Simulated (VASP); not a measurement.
BN:

```xyz
2
Lattice="0.0000 1.8770 1.8770 1.8770 0.0000 1.8770 1.8770 1.8770 0.0000" Properties=species:S:1:pos:R:3 pbc="T T T"
B     0.0000    0.0000    0.0000
N     0.9385    0.9385    0.9385
```

This cell differs from its parent crystal: strain +4.0%.

Base run:

| Item | Value |
| --- | --- |
| Program | VASP 6.6.1 |
| Functional | r2SCAN |
| Potentials or basis | VASP PAW PBE potentials, release 64 (B, N) |
| Cutoff | 520 eV |
| k mesh | 12 × 12 × 12 |
| Occupations | gaussian, width 0.01 eV |
| Spin | no spin polarisation |

Its results: band gap on the k mesh 4.83 eV, indirect (least direct gap 8.97 eV); pressure -36.4 GPa.

The run is repeated on the same cell with these changes: functional from r2SCAN to PBE; k mesh from 12 × 12 × 12 to 6 × 6 × 6. What comes out?

Band gap on the k mesh 4.33 eV, indirect (least direct gap 8.28 eV); pressure -32.2 GPa.

Several settings changed at once, so the effect can't be laid on one alone.

Caveats: some runs use coarse meshes; the PAW data sets were made with another functional, which shifts forces and pressure a little (some runs).

A k mesh can miss the band edges.
